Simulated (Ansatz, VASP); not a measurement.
# RbP3 in VASP and in Ansatz

```
Rb P
1.0
     4.30231    2.48394    4.86216
    -4.30231    2.48394    4.86216
     0.00000   -4.96788    4.86216
Rb P
2 6
Direct
  0.26297 0.26297 0.26297
  0.73703 0.73703 0.73703
  0.83850 0.18380 0.83850
  0.83850 0.83850 0.18380
  0.18380 0.83850 0.83850
  0.16150 0.81620 0.16150
  0.81620 0.16150 0.16150
  0.16150 0.16150 0.81620
```

Alike in both runs: functional PBE; k mesh 3 × 3 × 3; occupations gaussian, width 0.1 eV; no spin polarisation.

Ansatz relaxed the structure, and its values are those at the end. VASP's run is a single point on that final structure, the one shown.

|  | VASP | Ansatz |
| --- | --- | --- |
| version | VASP 6.6.1 | Ansatz 0.2.0 |
| potentials or method | VASP PAW PBE potentials, release 64 (Rb_sv, P), cutoff 520 eV | scalar-relativistic, plane waves, PAW |
| valence electrons in the cell | 48 | 48 |

VASP gave:

```
gap on the k mesh at the Fermi level (eV) : 1.06
least direct gap on the mesh (eV)         : 1.13
pressure (GPa)                            : -0.3
rms of the force components (eV/Å)        : 0.034
```

Task: Which values does Ansatz return?

Result: gap on the k mesh at the Fermi level (eV): 1.06; least direct gap on the mesh (eV): 1.13; pressure (GPa): -0.1; rms of the force components (eV/Å): 0.003.
